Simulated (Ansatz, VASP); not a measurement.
## Two plane-wave programs on Mo

```xyz
1
Lattice="2.7355 0.0000 0.0000 -1.3678 2.3690 0.0000 0.0000 0.0000 2.5935" Properties=species:S:1:pos:R:3 pbc="T T T"
Mo    0.0000    0.0000    1.2968
```

Change from the starting cell: strain +0.000 along x and y, +0.015 along z, atoms carried along.

Alike in both runs: task single point; functional LDA; k mesh 18 × 18 × 18; occupations gaussian, width 0.15 eV; no spin polarisation.

|  | VASP | Ansatz |
| --- | --- | --- |
| version | VASP 6.6.1 | Ansatz 0.2.0 |
| potentials or method | VASP PAW LDA potentials, release 64 (Mo_sv), cutoff 520 eV | scalar-relativistic, plane waves, PAW |
| valence electrons in the cell | 14 | 14 |

```tsv
	VASP	Ansatz	Ansatz less VASP
gap on the k mesh at the Fermi level (eV)	none	none	-
pressure (GPa)	-10.0	-10.8	-0.85
traceless stress, the component that is largest in VASP (GPa)	-7.51	-7.58	-0.067
```

LDA's correlation is that of Perdew and Zunger in VASP and of Perdew and Wang (1992) in Ansatz. A gap of «none» marks a metal or a gap that the smearing closes.
